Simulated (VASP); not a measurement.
Write the native input for VASP 6.6.1 that does the following.

* Task: single point
* Functional: PBE-based screened hybrid with 35 % exact exchange
* Potentials or basis: VASP PAW PBE potentials, release 64 (Sn_d, Te)
* Cutoff: 520 eV
* k mesh: 6 × 6 × 6
* Occupations: gaussian, width 0.05 eV
* Spin: no spin polarisation
* Dipole correction: no
* Grid for exact exchange (PRECFOCK): Normal
* Share of exact exchange: 0.35
* Further INCAR settings: ALGO = Normal; EDIFF = 1e-06; NBANDS = 17
* Screening parameter: 0.1 1/Å

The system is SnTe.

```
Sn Te
1.0
     0.00000    3.15650    3.15650
     3.15650    0.00000    3.15650
     3.15650    3.15650    0.00000
Sn Te
1 1
Direct
  0.50000 0.50000 0.50000
  0.00000 0.00000 0.00000
```

The input as run:

POSCAR

```
SnTe
1.0
    0.0000000000      3.1565012282      3.1565012282
    3.1565012282      0.0000000000      3.1565012282
    3.1565012282      3.1565012282      0.0000000000
Sn Te
1 1
Direct
    0.5000000000      0.5000000000      0.5000000000
    0.0000000000      0.0000000000      0.0000000000
```

INCAR.step1

```
SYSTEM = SnTe
PREC = Accurate
ENCUT = 520
EDIFF = 1E-5
ISMEAR = 0
SIGMA = 0.05
LREAL = .False.
LASPH = .True.
NELM = 60
ALGO = Normal
ISIF = 2
LWAVE = .True.
GGA = PE
NBANDS = 17
```

INCAR.step2

```
SYSTEM = SnTe
PREC = Accurate
ENCUT = 520
EDIFF = 1E-6
ISMEAR = 0
SIGMA = 0.05
LREAL = .False.
LASPH = .True.
NELM = 60
ALGO = Normal
ISIF = 2
LWAVE = .False.
LCHARG = .True.
GGA = PE
LHFCALC = .True.
AEXX = 0.35
HFSCREEN = 0.1
PRECFOCK = Normal
LELF = .True.
LVHAR = .True.
ISTART = 1
NBANDS = 17
```

KPOINTS

```
Automatic mesh
0
Gamma
  6 6 6
  0 0 0
```

Potentials or basis: VASP PAW PBE potentials, release 64 (Sn_d, Te).

Launch:

```sh
$ cat potpaw_PBE.64/Sn_d/POTCAR potpaw_PBE.64/Te/POTCAR > POTCAR
$ cp INCAR.step1 INCAR
$ mpirun -np 1 vasp_std > vasp.out
$ cp INCAR.step2 INCAR
$ mpirun -np 1 vasp_std > vasp.out
```

Results of the run:

```
Pressure               : 0.4 GPa
Band gap on the k mesh : 0.42 eV
```

Caveat: the PAW data sets were made with another functional, which shifts forces and pressure a little; spin-orbit coupling is left out, which moves the levels of the heavy elements.

Wall time 2.4 h on 1 thread of Oxide Virtual Turin-like Processor (shared host), peak memory 0.3 GiB.
